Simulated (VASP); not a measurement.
# CdIn2O4 (Fd-3m) in VASP: a series of runs, part 2 of 2

VASP 6.6.1. Earlier steps stand in the parts before.

## Step 3: Relaxation of cell and atoms, PBEsol

This run uses another cell than the first one, of 13.93 Å³/atom.

INCAR reads:

```
SYSTEM = CdIn2O4
PREC = Accurate
ENCUT = 600
EDIFF = 1E-7
ISMEAR = 0
SIGMA = 0.03
LREAL = .False.
LASPH = .True.
NELM = 80
ALGO = Normal
ISIF = 3
LWAVE = .False.
LCHARG = .False.
GGA = PS
IBRION = 2
NSW = 90
EDIFFG = -0.005
KPAR = 4
```

KPOINTS reads:

```
Automatic mesh
0
Gamma
  6 6 6
  0 0 0
```

POSCAR reads:

```
CdIn2O4                                 
1.0
   -0.0000000000      4.6029269421      4.6029269421
    4.6029269421     -0.0000000000      4.6029269421
    4.6029269421      4.6029269421      0.0000000000
  Cd              In              O             
     2     4     8
Direct
     0.0000000000000000    0.0000000000000000    0.0000000000000000
     0.2500000000000000    0.2500000000000000    0.2500000000000000
     0.6250000000000000    0.6250000000000000    0.6250000000000000
     0.1250000000000000    0.6250000000000000    0.6250000000000000
     0.6250000000000000    0.6250000000000000    0.1250000000000000
     0.6250000000000000    0.1250000000000000    0.6250000000000000
     0.8620871070017706    0.8620871070017706    0.8620871070017706
     0.8362613210053046    0.3879128929982294    0.3879128929982294
     0.8620871070017706    0.8620871070017706    0.4137386789946954
     0.3879128929982294    0.8362613210053046    0.3879128929982294
     0.4137386789946954    0.8620871070017706    0.8620871070017706
     0.3879128929982294    0.3879128929982294    0.3879128929982294
     0.8620871070017706    0.4137386789946954    0.8620871070017706
     0.3879128929982294    0.3879128929982294    0.8362613210053046
```

Potentials or basis: VASP PAW PBE potentials, release 64 (Cd, In_d, O).

Started as:

```bash
cat potpaw_PBE.64/Cd/POTCAR potpaw_PBE.64/In_d/POTCAR potpaw_PBE.64/O/POTCAR > POTCAR
mpirun -np 4 vasp_std > vasp.out
```

OUTCAR:

```text
SYSTEM = CdIn2O4
   PREC = Accurate
   ENCUT = 600
   EDIFF = 1E-7
   ISMEAR = 0
   LREAL = .False.
   LASPH = .True.
   NELM = 80
   ISIF = 3
   GGA = PS
   IBRION = 2
   NSW = 90
   EDIFFG = -0.005

 ion  position               nearest neighbor table
   1  0.000  0.000  0.000-   7 2.20   9 2.20  11 2.20  13 2.20   4 3.82   5 3.82   3 3.82   4 3.82
                             6 3.82   4 3.82   5 3.82   6 3.82   3 3.82   5 3.82   6 3.82   3 3.82
[... 1472 lines left out ...]
  energy-cutoff  :      600.00
  volume of cell :      195.04
      direct lattice vectors                 reciprocal lattice vectors
     0.000000000  4.602926942  4.602926942    -0.108626534  0.108626534  0.108626534
     4.602926942  0.000000000  4.602926942     0.108626534 -0.108626534  0.108626534
     4.602926942  4.602926942  0.000000000     0.108626534  0.108626534 -0.108626534

 POSITION                                       TOTAL-FORCE (eV/Angst)
 -----------------------------------------------------------------------------------
      0.00000      0.00000      0.00000         0.000000      0.000000      0.000000
      2.30146      2.30146      2.30146         0.000000      0.000000      0.000000
      5.75366      5.75366      5.75366         0.000000      0.000000      0.000000
      5.75366      3.45220      3.45220         0.000000      0.000000      0.000000
      3.45220      3.45220      5.75366         0.000000      0.000000      0.000000
      3.45220      5.75366      3.45220         0.000000      0.000000      0.000000
      7.93625      7.93625      7.93625        -0.000901     -0.000901     -0.000901
      3.57107      5.63478      5.63478         0.000901     -0.000901     -0.000901
      5.87253      5.87253      7.93625         0.000901      0.000901     -0.000901
      5.63478      3.57107      5.63478        -0.000901      0.000901     -0.000901
      7.93625      5.87253      5.87253        -0.000901      0.000901      0.000901
      3.57107      3.57107      3.57107         0.000901      0.000901      0.000901
      5.87253      7.93625      5.87253         0.000901     -0.000901      0.000901
      5.63478      5.63478      3.57107        -0.000901     -0.000901      0.000901
 -----------------------------------------------------------------------------------
    total drift:                                0.000000      0.000000      0.000000

  FREE ENERGIE OF THE ION-ELECTRON SYSTEM (eV)
  ---------------------------------------------------
  free  energy   TOTEN  =       -76.9365029889 eV

  energy  without entropy=      -76.9365029889  energy(sigma->0) =      -76.93650299

 reached required accuracy - stopping structural energy minimisation
```

CONTCAR:

```text
CdIn2O4
   1.00000000000000
     0.0000000000000000    4.6029269420999999    4.6029269420999999
     4.6029269420999999    0.0000000000000000    4.6029269420999999
     4.6029269420999999    4.6029269420999999    0.0000000000000000
  Cd              In              O
     2     4     8
Direct
[... 18 lines left out ...]
  0.00000000E+00  0.00000000E+00  0.00000000E+00
  0.00000000E+00  0.00000000E+00  0.00000000E+00
  0.00000000E+00  0.00000000E+00  0.00000000E+00
  0.00000000E+00  0.00000000E+00  0.00000000E+00
  0.00000000E+00  0.00000000E+00  0.00000000E+00
  0.00000000E+00  0.00000000E+00  0.00000000E+00
  0.00000000E+00  0.00000000E+00  0.00000000E+00
  0.00000000E+00  0.00000000E+00  0.00000000E+00
  0.00000000E+00  0.00000000E+00  0.00000000E+00
  0.00000000E+00  0.00000000E+00  0.00000000E+00
  0.00000000E+00  0.00000000E+00  0.00000000E+00
```

Run time: 96 s. Hardware: 4 MPI ranks of Intel Xeon 6975P-C (Granite Rapids), shared host; peak memory 0.54 GiB.

What came out:

* Free energy: -76.9365 eV
* Pressure after relaxing: 0.0 GPa
* Band gap on the k mesh: 0.95 eV (least direct gap 1.01 eV)

Final structure:
```
Cd In O
1.0
     0.00000    4.60293    4.60293
     4.60293    0.00000    4.60293
     4.60293    4.60293    0.00000
Cd In O
2 4 8
Direct
  0.00000 0.00000 0.00000
  0.25000 0.25000 0.25000
  0.62500 0.62500 0.62500
  0.12500 0.62500 0.62500
  0.62500 0.62500 0.12500
  0.62500 0.12500 0.62500
  0.86209 0.86209 0.86209
  0.83626 0.38791 0.38791
  0.86209 0.86209 0.41374
  0.38791 0.83626 0.38791
  0.41374 0.86209 0.86209
  0.38791 0.38791 0.38791
  0.86209 0.41374 0.86209
  0.38791 0.38791 0.83626
```

Levels at points of the mesh, in eV from the valence-band top:
```
           k point  band 60  band 61  band 62  band 63  band 64  band 65
(0.00, 0.00, 0.00)    -0.10    -0.06    -0.06     0.95     4.96     5.60
(0.50, 0.00, 0.00)    -0.31     0.00     0.00     3.66     3.85     5.89
(0.50, 0.50, 0.00)    -0.21    -0.08    -0.08     4.47     4.47     5.96
```

Caveat: the relaxation stopped at its first step, so nothing moved; the PAW data sets were made with another functional, which shifts forces and pressure a little; spin-orbit coupling is left out, which moves the levels of the heavy elements.
